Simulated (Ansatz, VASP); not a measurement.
One calculation of W, two programs

```xyz
1
Lattice="0.0000 2.0316 1.9296 2.0316 0.0000 1.9296 2.0316 2.0316 0.0000" Properties=species:S:1:pos:R:3 pbc="T T T"
W     0.0000    0.0000    0.0000
```

Alike in both runs: task single point; functional LDA; k mesh 22 × 22 × 22; occupations gaussian, width 0.15 eV; no spin polarisation.

|  | VASP | Ansatz |
| --- | --- | --- |
| version | VASP 6.6.1 | Ansatz 0.2.0 |
| potentials or method | VASP PAW LDA potentials, release 64 (W_sv), cutoff 520 eV | scalar-relativistic, plane waves, PAW |
| valence electrons in the cell | 14 | 14 |

```tsv
	VASP	Ansatz	Ansatz less VASP
gap on the k mesh at the Fermi level (eV)	none	none	-
pressure (GPa)	-3.3	-4.9	-1.63
traceless stress, the component that is largest in VASP (GPa)	-10.18	-10.19	-0.012
```

Ansatz warns that its potentials were made for another functional, while VASP's fit it. LDA's correlation is that of Perdew and Zunger in VASP and of Perdew and Wang (1992) in Ansatz. A gap of «none» marks a metal or a gap that the smearing closes.

Neither program's run includes spin-orbit coupling.
